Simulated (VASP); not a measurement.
# Si2W (I4/mmm) in VASP: a series of runs

The runs below take Si2W through single point, with PBEsol.

All numbers are computed with VASP 6.6.1; they aren't measurements. Logs are shortened: lines on timing, memory, paths and dates and some standing lists are left out, and cuts for length are marked.

## 1. The cell of the first run

Symmetry: I4/mmm, No. 139, tetragonal system. The conventional cell has a = 3.251 Å, b = 3.251 Å, c = 7.745 Å, α = 90.00°, β = 90.00°, γ = 90.00°. Si (site symmetry 4mm) has 9 Si at 2.56 to 3.25 Å and 5 W at 2.59 to 2.63 Å within 3.4 Å. W (site symmetry 4/mmm) has 10 Si at 2.59 to 2.63 Å and 4 W at 3.25 Å within 3.4 Å.

## 2. Single point, PBEsol (biaxial strain in the a-b plane: +1.5 %)

File INCAR:

```
SYSTEM = Si2W
PREC = Accurate ; ENCUT = 520
EDIFF = 1E-6 ; ISMEAR = 0
SIGMA = 0.1 ; LREAL = .False.
LASPH = .True. ; NELM = 80
ALGO = Normal ; ISIF = 2
LWAVE = .False. ; LCHARG = .False.
GGA = PS ; NBANDS = 31
```

File KPOINTS:

```
regular mesh
0
Gamma
  12 12 6
  0 0 0
```

File POSCAR:

```
Si2W
1.0
    3.2505370556      0.0000000000      0.0000000000
    0.0000000000      3.2505370556      0.0000000000
    0.0000000000      0.0000000000      7.7453909358
Si W
4 2
Direct
    0.0000000000      0.0000000000      0.3344989451
    0.5000000000      0.5000000000      0.1655010549
    0.5000000000      0.5000000000      0.8344989451
    0.0000000000      0.0000000000      0.6655010549
    0.0000000000      0.0000000000      0.0000000000
    0.5000000000      0.5000000000      0.5000000000
```

Potentials or basis: VASP PAW PBE potentials, release 64 (Si, W_sv).

Run with:

```console
$ cat potpaw_PBE.64/Si/POTCAR potpaw_PBE.64/W_sv/POTCAR > POTCAR
$ mpirun -np 1 vasp_std > vasp.out
```

OUTCAR:

```text
SYSTEM = Si2W
   PREC = Accurate
   ENCUT = 520
   EDIFF = 1E-6
   ISMEAR = 0
   LREAL = .False.
   LASPH = .True.
   NELM = 80
   ISIF = 2
   GGA = PS

 ion  position               nearest neighbor table
   1  0.000  0.000  0.334-   4 2.56   5 2.59   6 2.63   6 2.63   6 2.63   6 2.63   2 2.65   2 2.65
                             2 2.65   2 2.65
   2  0.500  0.500  0.166-   3 2.56   6 2.59   5 2.63   5 2.63   5 2.63   5 2.63   1 2.65   1 2.65
                             1 2.65   1 2.65
   3  0.500  0.500  0.834-   2 2.56   6 2.59   5 2.63   5 2.63   5 2.63   5 2.63   4 2.65   4 2.65
                             4 2.65   4 2.65
   4  0.000  0.000  0.666-   1 2.56   5 2.59   6 2.63   6 2.63   6 2.63   6 2.63   3 2.65   3 2.65
                             3 2.65   3 2.65
   5  0.000  0.000  0.000-   1 2.59   4 2.59   3 2.63   2 2.63   2 2.63   3 2.63   2 2.63   3 2.63
                             2 2.63   3 2.63
   6  0.500  0.500  0.500-   2 2.59   3 2.59   1 2.63   4 2.63   1 2.63   4 2.63   1 2.63   4 2.63
                             1 2.63   4 2.63

  LATTYP: Found a simple tetragonal cell.
 ALAT       =     3.2505370556
 C/A-ratio  =     2.3828034578

  Lattice vectors:

 A1 = (   3.2505370556,   0.0000000000,   0.0000000000)
 A2 = (   0.0000000000,   3.2505370556,   0.0000000000)
 A3 = (   0.0000000000,   0.0000000000,   7.7453909358)

Analysis of symmetry for initial positions (statically):
=====================================================================
 Subroutine PRICEL returns following result:

  LATTYP: Found a body centered tetragonal cell.
 ALAT       =     3.2505370556
 C/A-ratio  =     2.3828034578

  Lattice vectors:

 A1 = (   1.6252685278,  -1.6252685278,  -3.8726954679)
 A2 = (  -1.6252685278,   1.6252685278,  -3.8726954679)
 A3 = (   1.6252685278,   1.6252685278,   3.8726954679)

   2 primitive cells build up your supercell.

 Routine SETGRP: Setting up the symmetry group for a
 simple tetragonal supercell.

 Subroutine GETGRP returns: Found 16 space group operations
 (whereof 16 operations were pure point group operations)
 out of a pool of 16 trial point group operations.

The static configuration has the point symmetry D_4h.

Analysis of symmetry for dynamics (positions and initial velocities):
=====================================================================
 Subroutine PRICEL returns following result:

  LATTYP: Found a body centered tetragonal cell.
 ALAT       =     3.2505370556
 C/A-ratio  =     2.3828034578

  Lattice vectors:

 A1 = (   1.6252685278,  -1.6252685278,  -3.8726954679)
 A2 = (  -1.6252685278,   1.6252685278,  -3.8726954679)
 A3 = (   1.6252685278,   1.6252685278,   3.8726954679)

   2 primitive cells build up your supercell.

 Routine SETGRP: Setting up the symmetry group for a
 simple tetragonal supercell.

 Subroutine GETGRP returns: Found 16 space group operations
 (whereof 16 operations were pure point group operations)
 out of a pool of 16 trial point group operations.

The dynamic configuration has the point symmetry D_4h.

 Subroutine INISYM returns: Found 16 space group operations
 (whereof 16 operations are pure point group operations),
 and found     2 'primitive' translations

----------------------------------------------------------------------------------------

                                     Primitive cell

  volume of cell :      40.9189

  direct lattice vectors                    reciprocal lattice vectors
     1.625268528 -1.625268528 -3.872695468     0.307641471  0.000000000 -0.129109042
    -1.625268528  1.625268528 -3.872695468    -0.000000000  0.307641471 -0.129109042
     1.625268528  1.625268528  3.872695468     0.307641471  0.307641471  0.000000000

  length of vectors
     4.503417121  4.503417121  4.503417121     0.333635159  0.333635159  0.435070740

  position of ions in fractional coordinates (direct lattice)
     0.665501055  0.665501055  0.000000000
     0.334498945  0.334498945  0.000000000
     0.000000000  0.000000000  0.000000000

  ion indices of the primitive-cell ions
   primitive index   ion index
                 1           1
                 2           4
                 3           5

----------------------------------------------------------------------------------------

 KPOINTS: regular mesh

Automatic generation of k-mesh.
 Grid dimensions read from file:
 generate k-points for:   12   12    6

 Generating k-lattice:

  Cartesian coordinates                     Fractional coordinates (reciprocal lattice)
     0.025636789  0.000000000  0.000000000     0.083333333  0.000000000  0.000000000
     0.000000000  0.025636789  0.000000000     0.000000000  0.083333333  0.000000000
     0.000000000  0.000000000  0.021518174     0.000000000  0.000000000  0.166666667

  Length of vectors
     0.025636789  0.025636789  0.021518174

  Shift w.r.t. Gamma in fractional coordinates (k-lattice)
     0.000000000  0.000000000  0.000000000

 Subroutine IBZKPT returns following result:
 ===========================================

 Found    112 irreducible k-points:

 Following reciprocal coordinates:
            Coordinates               Weight
  0.000000  0.000000  0.000000      1.000000
  0.083333  0.000000  0.000000      4.000000
  0.166667  0.000000  0.000000      4.000000
  0.250000  0.000000  0.000000      4.000000
  0.333333  0.000000  0.000000      4.000000
  0.416667  0.000000  0.000000      4.000000
[... 16 lines left out ...]
  0.333333  0.333333  0.000000      4.000000
  0.416667  0.333333  0.000000      8.000000
 [... further k-points ...]
   k-points           NKPTS =    112   k-points in BZ     NKDIM =    112   number of bands    NBANDS=     31
   number of dos      NEDOS =    301   number of ions     NIONS =      6
   total plane-waves  NPLWV =  34560
   dimension x,y,z NGX =    24 NGY =   24 NGZ =   60
   dimension x,y,z NGXF=    48 NGYF=   48 NGZF=  120
   ions per type =               4   2
   NGX,Y,Z   is equivalent  to a cutoff of  12.27, 12.27, 12.88 a.u.
   NGXF,Y,Z  is equivalent  to a cutoff of  24.55, 24.55, 25.76 a.u.
 SYSTEM =  Si2W
   PREC   = accura    normal or accurate (medium, high low for compatibility)
   ISTART =      0    job   : 0-new  1-cont  2-samecut
   ICHARG =      2    charge: 1-file 2-atom 10-const
   ISPIN  =      1    spin polarized calculation?
   LNONCOLLINEAR =      F non collinear calculations
   LSORBIT =      F    spin-orbit coupling
   LASPH  =      T    aspherical Exc in radial PAW
   ENCUT  =  520.0 eV  38.22 Ry    6.18 a.u.   6.04  6.04 14.40*2*pi/ulx,y,z
   NELM   =     80;   NELMIN=  2; NELMDL= -5     # of ELM steps
   EDIFF  = 0.1E-05   stopping-criterion for ELM
   LREAL  =      F    real-space projection
   EDIFFG = 0.1E-04   stopping-criterion for IOM
   NSW    =      0    number of steps for IOM
   IBRION =     -1    ionic relax: 0-MD 1-quasi-New 2-CG
   NFREE  =      0    steps in history (QN), initial steepest desc. (CG)
   ISIF   =      2    stress and relaxation
   ISYM   =      2    0-nonsym 1-usesym 2-fastsym
   POTIM  = 0.5000    time-step for ionic-motion
   TEBEG  =    0.0;   TEEND  =   0.0 temperature during run
   PSTRESS=    0.0 pullay stress
   NELECT =      44.0000    total number of electrons
   NUPDOWN=      -1.0000    fix difference up-down
   EMIN   =  10.00;   EMAX   =-10.00  energy-range for DOS
   EFERMI =   0.00;   METHOD = LEGACY
   ISMEAR =     0;   SIGMA  =   0.10  broadening in eV -4-tet -1-fermi 0-gaus
   EFERMI_NEDOS =   21; number of points for ismear=-14 and -15
   IALGO  =     38    algorithm
   IMIX   =      4    mixing-type and parameters
     AMIX     =   0.40;   BMIX     =  1.00
     AMIX_MAG =   1.60;   BMIX_MAG =  1.00
  volume/ion in A,a.u.               =      13.64        92.04
  Fermi-wavevector in a.u.,A,eV,Ry     =   1.331194  2.515591 24.110560  1.772076
  Thomas-Fermi vector in A             =   2.460223
   LORBIT       =      0    0 simple, 1 ext, 2 COOP (PROOUT), +10 PAW based schemes
   GGA     = PS    functional components
   LHFCALC =     F    Hartree Fock is set to
   AEXX    =    0.0000 exact exchange contribution
   IVDW    =     0    specifies the selected vdW correction
   LEPSILON=     F    determine dielectric tensor
   LRPA    =     F    only Hartree local field effects (RPA)
 non-spin polarized calculation
 Gauss-broadening in eV      SIGMA  =   0.10
  energy-cutoff  :      520.00
  volume of cell :       81.84
 maximum number of plane-waves:      2232
   NGX = 13   NGY = 13   NGZ = 29

 number of electron      44.0000006 magnetization

 Free energy of the ion-electron system (eV)
  ---------------------------------------------------
  ext. energy  EPLUGINS =         0.00000000
  ---------------------------------------------------
  free energy    TOTEN  =       -53.22245840 eV

  energy without entropy =      -53.21885300  energy(sigma->0) =      -53.22065570

 E-fermi :  11.6671     XC(G=0): -12.5471

 val. band max:       11.6599801573   @ k =   0.0833   0.0000   0.0000
 cond. band min:      11.6717117754   @ k =   0.0833   0.0000   0.1667
 fundamental gap:      0.0117316181
 Fermi energy:        11.6670829054

 k-point     1 :       0.0000    0.0000    0.0000
  band No.  band energies     occupation
      1     -62.1521      2.00000
      2     -62.1521      2.00000
      3     -26.4094      2.00000
      4     -26.4058      2.00000
      5     -26.4058      2.00000
      6     -26.4044      2.00000
[... 23 lines left out ...]
     30      16.5368      0.00000
     31      16.5689      0.00000

 k-point     2 :       0.0833    0.0000    0.0000
  band No.  band energies     occupation
      1     -62.1517      2.00000
      2     -62.1516      2.00000
      3     -26.4189      2.00000
      4     -26.4176      2.00000
      5     -26.4076      2.00000
      6     -26.4046      2.00000
[... 23 lines left out ...]
     30      16.7318      0.00000
     31      16.8294      0.00000

 k-point     3 :       0.1667    0.0000    0.0000
  band No.  band energies     occupation
      1     -62.1506      2.00000
      2     -62.1504      2.00000
      3     -26.4545      2.00000
      4     -26.4533      2.00000
      5     -26.4027      2.00000
      6     -26.4012      2.00000
[... 703 lines left out ...]
     30      16.0290      0.00000
     31      16.6719      0.00000

 k-point    24 :       0.4167    0.3333    0.0000
  band No.  band energies     occupation
      1     -62.1414      2.00000
      2     -62.1414      2.00000
      3     -26.5651      2.00000
      4     -26.5651      2.00000
      5     -26.5268      2.00000
      6     -26.5265      2.00000
[... 23 lines left out ...]
     30      16.2838      0.00000
     31      16.7998      0.00000

 [... further k-points ...]
[... 5 lines left out ...]
  --------------------------------------------------------------------------------------
  -------------------------------------------------------------------------------------
  Total       -3.5247937     -3.5247937      1.2692033      0.0000000      0.0000000      0.0000000
  in kB      -69.0066122    -69.0066122     24.8478145      0.0000000      0.0000000      0.0000000
  external PRESSURE =     -37.7218033 kB  Pullay stress =       0.0000000 kB

 VOLUME and BASIS-vectors are now :
 -----------------------------------------------------------------------------
  energy-cutoff  :      520.00
  volume of cell :       81.84
      direct lattice vectors                 reciprocal lattice vectors
     3.250537056  0.000000000  0.000000000     0.307641471  0.000000000  0.000000000
     0.000000000  3.250537056  0.000000000     0.000000000  0.307641471  0.000000000
     0.000000000  0.000000000  7.745390936     0.000000000  0.000000000  0.129109042

 POSITION                                       TOTAL-FORCE (eV/Angst)
 -----------------------------------------------------------------------------------
      0.00000      0.00000      2.59083        -0.000000      0.000000      0.041505
      1.62527      1.62527      1.28187         0.000000     -0.000000     -0.041505
      1.62527      1.62527      6.46352         0.000000      0.000000      0.041505
      0.00000      0.00000      5.15457         0.000000      0.000000     -0.041505
      0.00000      0.00000      0.00000        -0.000000      0.000000      0.000000
      1.62527      1.62527      3.87270         0.000000     -0.000000      0.000000
 -----------------------------------------------------------------------------------
    total drift:                                0.000000      0.000000     -0.000000

  FREE ENERGIE OF THE ION-ELECTRON SYSTEM (eV)
  ---------------------------------------------------
  free  energy   TOTEN  =       -53.2224583995 eV

  energy  without entropy=      -53.2188530034  energy(sigma->0) =      -53.22065570
```

Run time: 2.2 min. Hardware: 1 thread of Intel Xeon Platinum 8488C (Sapphire Rapids), shared host; peak memory 0.34 GiB.

Results:

* Free energy: -53.2225 eV
* Pressure: -3.8 GPa
* Largest force: 0.042 eV/Å
* Band gap on the k mesh: zero (bands 22 and 23 overlap by 1.13 eV)

Forces in eV/Å, atoms in the order of the input:
```
Si   0.000  0.000  0.042
Si   0.000  0.000 -0.042
Si   0.000  0.000  0.042
Si   0.000  0.000 -0.042
W    0.000  0.000  0.000
W    0.000  0.000  0.000
```

Caveat: the cell differs from its parent crystal (biaxial strain in the a-b plane: +1.5 %); the stress differs along the axes, from -7 to 2 GPa; the PAW data sets were made with another functional, which shifts forces and pressure a little; spin-orbit coupling is left out, which moves the levels of the heavy elements.

## 3. Single point, PBEsol (biaxial strain in the a-b plane: +1.5 %, then relaxed in part)

File INCAR:

```
PREC = Accurate ; ENCUT = 520
EDIFF = 1E-6 ; ISMEAR = 0
SIGMA = 0.1 ; LREAL = False
LASPH = True ; NELM = 80
ALGO = Normal ; ISIF = 2
LWAVE = False ; LCHARG = True
GGA = PS ; LELF = True
LVHAR = True ; NBANDS = 31
```

File KPOINTS:

```
Automatic mesh
0
Gamma
  12 12 6
```

File POSCAR:

```
Si2W
1.0
    3.2505370556      0.0000000000      0.0000000000
    0.0000000000      3.2505370556      0.0000000000
    0.0000000000      0.0000000000      7.7766230939
Si W
4 2
Direct
    0.0000000000      0.0000000000      0.3348224891
    0.5000000000      0.5000000000      0.1651775109
    0.5000000000      0.5000000000      0.8348224891
    0.0000000000      0.0000000000      0.6651775109
    0.0000000000      0.0000000000      0.0000000000
    0.5000000000      0.5000000000      0.5000000000
```

Potentials or basis: VASP PAW PBE potentials, release 64 (Si, W_sv).

Run with:

```console
$ cat potpaw_PBE.64/Si/POTCAR potpaw_PBE.64/W_sv/POTCAR > POTCAR
$ mpirun -np 1 vasp_std > vasp.out
```

Wall time 2.7 min (1 thread of Intel Xeon Platinum 8488C (Sapphire Rapids), shared host); peak memory 0.34 GiB.

Results (log left out):

```yaml
Free_energy: -53.2256 eV
Pressure: -4.7 GPa
Band_gap_on_the_k_mesh: zero (bands 22 and 23 overlap by 1.14 eV)
```

Stress tensor (GPa, compression positive):
```
-7.21  0.00  0.00
 0.00 -7.21  0.00
 0.00  0.00  0.24
```

Levels at points of the mesh, in eV from the Fermi level:
```csv
k point,band 19,band 20,band 21,band 22,band 23,band 24,band 25,band 26
"(0.00, 0.00, 0.00)",-0.94,-0.94,-0.47,-0.47,0.49,0.68,2.57,2.91
"(0.50, 0.00, 0.00)",-2.40,-2.40,-0.75,-0.75,2.13,2.13,2.82,2.82
"(0.50, 0.50, 0.00)",-3.07,-3.07,-1.77,-1.77,2.78,2.78,2.95,2.95
"(0.00, 0.00, 0.50)",-2.27,-2.27,0.58,0.58,1.48,1.48,1.49,1.49
"(0.50, 0.00, 0.50)",-2.68,-2.68,-0.47,-0.47,2.51,2.51,2.68,2.68
"(0.50, 0.50, 0.50)",-2.35,-2.35,-2.35,-2.35,0.16,0.16,2.78,2.78
```

Caveat: the cell differs from its parent crystal (biaxial strain in the a-b plane: +1.5 %, then relaxed in part); the stress differs along the axes, from -7 to 0 GPa; the PAW data sets were made with another functional, which shifts forces and pressure a little; spin-orbit coupling is left out, which moves the levels of the heavy elements.

(Part 1 of 2 ends here.)

The gap in the log of VASP goes by the Fermi energy; the results here count the filled bands.